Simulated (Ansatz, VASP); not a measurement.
## P: VASP beside Ansatz

Contents of INCAR:

```
SYSTEM = P
  ALGO = Normal
  EDIFF = 1E-6
  ENCUT = 520
  GGA = PE
  ISIF = 2
  ISMEAR = 0
  LASPH = .TRUE.
  LCHARG = .FALSE.
  LREAL = .FALSE.
  LWAVE = .FALSE.
  NBANDS = 18
  NELM = 80
  PREC = Accurate
  SIGMA = 0.02
```

Contents of KPOINTS:

```
k-points
0
G
  8 1 6
  0 0 0
```

File POSCAR:

```
P
1.0
    3.3526663048      0.0000000000      0.0000000000
    0.0000000000     35.3859092299      0.0000000000
    0.0000000000      0.0000000000      4.5774308150
P
4
Direct
    0.0000000000      0.9701924990      0.5879668096
    0.0000000000      0.0298075010      0.4120331904
    0.5000000000      0.0298075010      0.0879668096
    0.5000000000      0.9701924990      0.9120331904
```

Input for Ansatz:

```yaml
crystal:
  lattice:
    - [3.3526663048, 0.0, 0.0]
    - [0.0, 35.3859092299, 0.0]
    - [0.0, 0.0, 4.577430815]
  atoms:
    - { symbol: P, position: [0.0, 0.970192499, 0.5879668096] }
    - { symbol: P, position: [0.0, 0.029807501, 0.4120331904] }
    - { symbol: P, position: [0.5, 0.029807501, 0.0879668096] }
    - { symbol: P, position: [0.5, 0.970192499, 0.9120331904] }
basis:
  ecutwfc: 420
kpoints:
  mp_grid: { grid: [8, 1, 6] }
  band_path: { path: [VBM, CBM], npoints: 2 }
hamiltonian:
  xc: pbe
scf:
  occupations: { method: gaussian, width: 0.02 }
output:
  forces: true
  stress: true
  eigenvalues: true
checkpoint:
  read: start.run
  write: ck
  compress: false
  write_wavefunctions: false
  write_every: 100000
```

Alike in both runs: task single point; functional PBE; k mesh 8 × 1 × 6; occupations gaussian, width 0.02 eV; no spin polarisation.

|  | VASP | Ansatz |
| --- | --- | --- |
| version | VASP 6.6.1 | Ansatz 0.2.0 |
| potentials or method | VASP PAW PBE potentials, release 64 (P), cutoff 520 eV | scalar-relativistic, plane waves, PAW |
| valence electrons in the cell | 20 | 20 |

|  | VASP | Ansatz | Ansatz less VASP |
| --- | --- | --- | --- |
| gap on the k mesh at the Fermi level (eV) | 0.96 | 0.94 | -0.017 |
| least direct gap on the mesh (eV) | 0.96 | 0.94 | -0.017 |
| rms of the force components (eV/Å) | 0.028 | 0.001 | -0.0268 |

Atom by atom the forces differ by 0.028 eV/Å (rms over components).
